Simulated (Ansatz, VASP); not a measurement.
# Ni: VASP beside Ansatz

File INCAR:

```
SYSTEM = Ni
PREC = Accurate
ENCUT = 520
EDIFF = 1E-6
ISMEAR = -1
SIGMA = 0.05
LREAL = .False.
LASPH = .True.
NELM = 150
ALGO = Normal
ISIF = 2
LWAVE = .False.
LCHARG = .False.
ISPIN = 2
MAGMOM = -0.667 -0.667 -0.676 -0.676
LORBIT = 11
LMAXMIX = 4
GGA = B5
ALDAX = 1.0
AGGAX = 1.0
AGGAC = 1.0
ALDAC = 0.0
NBANDS = 32
```

Contents of KPOINTS:

```
regular mesh
0
Gamma
  16 16 5
  0 0 0
```

File POSCAR:

```
Ni
1.0
    2.5613591272      0.0000000000      0.0000000000
   -1.2806795636      2.2182020723      0.0000000000
    0.0000000000      0.0000000000      8.3929641375
Ni
4
Direct
    1.0000000000      1.0000000000      0.0000000000
    1.0000000000      1.0000000000      0.5000000000
    0.3333333333      0.6666666667      0.2500000000
    0.6666666667      0.3333333333      0.7500000000
```

Input for Ansatz:

```yaml
crystal:
  lattice:
    - [2.5613591272, 0.0, 0.0]
    - [-1.2806795636, 2.2182020723, 0.0]
    - [0.0, 0.0, 8.3929641375]
  atoms:
    - { symbol: Ni, position: [1.0, 1.0, 0.0], spin: -0.667 }
    - { symbol: Ni, position: [1.0, 1.0, 0.5], spin: -0.667 }
    - { symbol: Ni, position: [0.3333333333, 0.6666666667, 0.25], spin: -0.676 }
    - { symbol: Ni, position: [0.6666666667, 0.3333333333, 0.75], spin: -0.676 }
hamiltonian:
  xc: blyp
  pseudopotentials:
    kind: paw
    azcp:
      Ni: "pseudopotentials/Ni.paw.azcp"
basis:
  ecutwfc: 420
  fft_grid_basis: typed
kpoints:
  mp_grid: { grid: [16, 16, 5], shift: [0, 0, 0] }
magnetization:
  spin_polarized: true
scf:
  occupations: { method: fermi_dirac, width: 0.05 }
  lower_state_search: "off"
output:
  stress: true
```

Alike in both runs: task single point; functional BLYP; k mesh 16 × 16 × 5; occupations fermi-dirac, width 0.05 eV; collinear spin.

|  | VASP | Ansatz |
| --- | --- | --- |
| version | VASP 6.6.1 | Ansatz 0.2.0 |
| potentials or method | VASP PAW PBE potentials, release 64 (Ni), cutoff 520 eV | plane waves (420 eV) with PAW, scalar-relativistic |
| valence electrons in the cell | 40 | 72 |

Ansatz gave:

```
pressure (GPa)                                                : -6.1
traceless stress, the component that is largest in VASP (GPa) : 0.24
net moment per atom (μB)                                      : 0.63
size of the moment on the site where the two differ most (μB) : 0.67
```

Estimate VASP's values.

pressure (GPa): -5.9; traceless stress, the component that is largest in VASP (GPa): 0.30; net moment per atom (μB): 0.61; size of the moment on the site where the two differ most (μB): 0.63.

VASP's potentials were made for PBE, not for BLYP. Site moments also hang on the region over which each program counts them. With one functional, cell and mesh, what is left measures potentials, basis and numerics. VASP's potentials hold 40 valence electrons a cell and Ansatz's 72, so a difference there can come from the potentials and not from the codes.
